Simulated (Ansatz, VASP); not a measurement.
**One calculation of ZnO, two programs**

```
Zn O
1.0
     5.21411    0.00000    0.00000
     0.00000    5.59462    0.00000
     0.00000    0.00000   19.84509
Zn O
8 8
Direct
  0.49997 0.16667 0.37793
  0.99997 0.83333 0.37793
  0.49997 0.66667 0.45931
  0.99997 0.33333 0.45931
  0.49997 0.16667 0.54069
  0.99997 0.83333 0.54069
  0.49997 0.66667 0.62207
  0.99997 0.33333 0.62207
  0.62102 0.83333 0.37793
  0.12102 0.16667 0.37793
  0.62102 0.33333 0.45931
  0.12102 0.66667 0.45931
  0.62102 0.83333 0.54069
  0.12102 0.16667 0.54069
  0.62102 0.33333 0.62207
  0.12102 0.66667 0.62207
```

Alike in both runs: task single point; functional PBEsol; k mesh 5 × 5 × 1; occupations gaussian, width 0.05 eV; no spin polarisation.

```csv
,VASP,Ansatz
version,VASP 6.6.1,Ansatz 0.2.0
potentials or method,"VASP PAW PBE potentials, release 64 (Zn, O), cutoff 520 eV","scalar-relativistic, plane waves, PAW"
valence electrons in the cell,144,144
```

|  | VASP | Ansatz | Ansatz less VASP |
| --- | --- | --- | --- |
| gap on the k mesh at the Fermi level (eV) | 0.98 | 1.01 | +0.025 |
| least direct gap on the mesh (eV) | 0.98 | 1.01 | +0.025 |
| rms of the force components (eV/Å) | 0.574 | 0.587 | +0.0131 |

VASP's potentials were made for PBE, not for PBEsol. The functional is the same, so the differences come from potentials, cutoffs and numerics. Ansatz's warnings: xc potential rough in thin density.
